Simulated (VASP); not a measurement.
Here is a VASP 6.6.1 calculation.

The input INCAR:

```
PREC = Accurate ; ENCUT = 520
EDIFF = 1E-6 ; ISMEAR = -1
SIGMA = 0.2111 ; LREAL = Auto
LASPH = True ; NELM = 60
ALGO = Normal ; ISIF = 2
LWAVE = False ; LCHARG = False
GGA = PE ; ISYM = 0
NBANDS = 87
```

The input KPOINTS:

```
regular mesh
0
Gamma
  1 1 1
```

Contents of POSCAR:

```
TiO2
1.0
    5.9678230000     -0.0646880000     -0.1248110000
   -0.0646880000      6.0763150000     -0.0548890000
   -0.1248110000     -0.0548890000      5.9604060000
Ti O
6 12
Direct
    0.9595856202      0.2159313271      0.9777020383
    0.5679671461      0.8895111229      0.5786244970
    0.0575475454      0.5977417676      0.6127572542
    0.6946116529      0.5762730257      0.1381404597
    0.1374260447      0.1006122425      0.4502880823
    0.4322908414      0.0249719902      0.1091958064
    1.0256033444      0.8706630935      0.5989357781
    0.6072965518      0.3000780987      0.0967453017
    0.2033104943      0.2504328850      0.8287333777
    0.9872844856      0.3231644035      0.3863297458
    0.6898546439      0.9045643413      0.2564914337
    0.3204653513      0.7336051242      0.4778108157
    0.7257718933      0.0833331430      0.7968571921
    0.0699031065      0.9744309968      0.1341578442
    0.7324389111      0.6284704709      0.4749684080
    0.4324637316      0.1820149237      0.4455682797
    0.4472801888      0.7575893572      0.9177961719
    0.9414852253      0.5347208433      0.9348227293
```

Potentials or basis: VASP PAW PBE potentials, release 64 (Ti_sv, O).

Run with:

```console
$ cat potpaw_PBE.64/Ti_sv/POTCAR potpaw_PBE.64/O/POTCAR > POTCAR
$ mpirun -np 1 vasp_gam > vasp.out
```

Problem. What does it give for the pressure?

Solution. 0.3 GPa.

Problem. What does it give for the band gap on the k mesh?

Solution. 2.00 eV.

Problem. Predict the largest force.

Solution. 4.250 eV/Å.

Forces in eV/Å, atoms in the order of the input:
```
Ti  -2.238 -1.217 -0.816
Ti   2.173 -0.393 -0.091
Ti  -0.898 -2.264  0.244
Ti   0.486  2.453  0.057
Ti   1.249 -2.014  0.030
Ti   2.302 -0.811 -1.922
O   -3.001  1.976  2.269
O   -1.090  0.923  0.302
O    0.715 -0.443 -1.170
O   -1.075  3.767 -0.541
O   -2.678  1.171 -0.835
O    0.708 -1.044 -0.696
O    0.242 -0.297 -0.110
O    3.095  1.063  1.879
O    0.719 -2.055  0.594
O   -0.296 -2.218 -0.512
O    0.924  0.250  0.916
O   -1.338  1.152  0.403
```

Caveat: the k points lie up to 1.05 Å⁻¹ apart.
